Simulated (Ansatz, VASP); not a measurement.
CsBr: VASP beside Ansatz

```
Cs Br
1.0
     3.89590    0.00000    0.00000
     0.00000    3.89590    0.00000
     0.00000    0.00000    3.89590
Cs Br
1 1
Cartesian
  0.0000 0.0000 0.0000
  1.9479 1.9479 1.9479
```

Alike in both runs: task relaxation of cell and atoms; functional PBE; k mesh 11 × 11 × 11; occupations fermi-dirac, width 0.1 eV; no spin polarisation.

```csv
,VASP,Ansatz
version,VASP 6.6.1,Ansatz 0.2.0
potentials or method,"VASP PAW PBE potentials, release 64 (Cs_sv, Br)","PAW with Ansatz's default frozen-core files, scalar-relativistic"
plane-wave cutoff (eV),500,420
valence electrons in the cell,16,16
```

Ansatz gave:

- relaxed volume (Å³/atom): 42.25
- relaxed length of the cell vector where the two differ most in proportion (Å): 4.388

Q: Estimate VASP's values.

A: Relaxed volume (Å³/atom): 42.30; relaxed length of the cell vector where the two differ most in proportion (Å): 4.390.

Spin-orbit coupling is off throughout. Noted on VASP's run: the volume moved by over 15 % at a fixed basis, so the end points are rough.
